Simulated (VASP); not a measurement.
Input of a VASP 6.6.1 run:

Contents of INCAR:

```
SYSTEM = SnO
ALGO = Normal
EDIFF = 1E-7
ENCUT = 520
GGA = PE
ISIF = 2
ISMEAR = 0
LASPH = .True.
LCHARG = .False.
LREAL = .False.
LWAVE = .False.
NBANDS = 28
NELM = 100
PREC = Accurate
SIGMA = 0.019000000000000003
```

Contents of KPOINTS:

```
k-points
0
Gamma
  7 7 6
  0 0 0
```

Contents of POSCAR:

```
SnO
1.0
    3.8136952200      0.0000000000      0.0000000000
    0.0000000000      3.8136952200      0.0000000000
    0.0000000000      0.0000000000      4.8869133000
Sn O
2 2
Direct
    0.5000000000      0.0000000000      0.7646261400
    0.0000000000      0.5000000000      0.2353738600
    0.0000000000      0.0000000000      0.0000000000
    0.5000000000      0.5000000000      0.0000000000
```

Potentials or basis: VASP PAW PBE potentials, release 64 (Sn_d, O).

The run is started by

```bash
$ cat potpaw_PBE.64/Sn_d/POTCAR potpaw_PBE.64/O/POTCAR > POTCAR
$ mpirun -np 1 vasp_std > vasp.out
```

**Question.** Predict the pressure.

**Answer.** 3.8 GPa.

**Question.** Estimate the largest force.

**Answer.** 0.455 eV/Å.

Forces in eV/Å, atoms in the order of the input:
```
Sn   0.000  0.000 -0.455
Sn   0.000  0.000  0.455
O    0.000  0.000  0.000
O    0.000  0.000  0.000
```
